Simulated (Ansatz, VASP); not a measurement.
# Two plane-wave programs on TaSi2

```
Ta Si
1.0
    -4.80571    0.00000    0.00000
    -2.40285   -4.16186    0.00000
    -0.72086   -1.24856   13.19469
Ta Si
6 12
Direct
  0.50000 0.97499 0.08335
  0.50000 0.82500 0.58335
  0.00000 0.42500 0.25002
  0.00000 0.27499 0.75002
  0.50000 0.22500 0.91668
  0.50000 0.37500 0.41668
  0.15892 0.65715 0.08335
  0.15892 0.50715 0.58335
  0.31784 0.76607 0.25002
  0.31784 0.61607 0.75002
  0.15892 0.88392 0.91668
  0.15892 0.03392 0.41668
  0.84108 0.29284 0.08335
  0.84108 0.14284 0.58335
  0.68216 0.08392 0.25002
  0.68216 0.93392 0.75002
  0.84108 0.56607 0.91668
  0.84108 0.71607 0.41668
```

Alike in both runs: task single point; functional PBE; k mesh 9 × 9 × 3; occupations gaussian, width 0.15 eV; no spin polarisation.

|  | VASP | Ansatz |
| --- | --- | --- |
| version | VASP 6.6.1 | Ansatz 0.2.0 |
| potentials or method | VASP PAW PBE potentials, release 64 (Ta_pv, Si), cutoff 520 eV | scalar-relativistic, plane waves, PAW |
| valence electrons in the cell | 114 | 126 |

Ansatz gave:

```
gap on the k mesh at the Fermi level (eV)                     : none
pressure (GPa)                                                : 3.2
traceless stress, the component that is largest in VASP (GPa) : 4.84
rms of the force components (eV/Å)                            : 1.024
```

Task: Which values does VASP return?

Result: gap on the k mesh at the Fermi level (eV): none; pressure (GPa): 3.3; traceless stress, the component that is largest in VASP (GPa): 4.87; rms of the force components (eV/Å): 1.028.

Atom by atom the forces differ by 0.005 eV/Å (rms over components). A gap of «none» marks a metal or a gap that the smearing closes. The functional is the same, so the differences come from potentials, cutoffs and numerics. VASP's potentials hold 114 valence electrons a cell and Ansatz's 126, so a difference there can come from the potentials and not from the codes.

Spin-orbit coupling is off throughout.
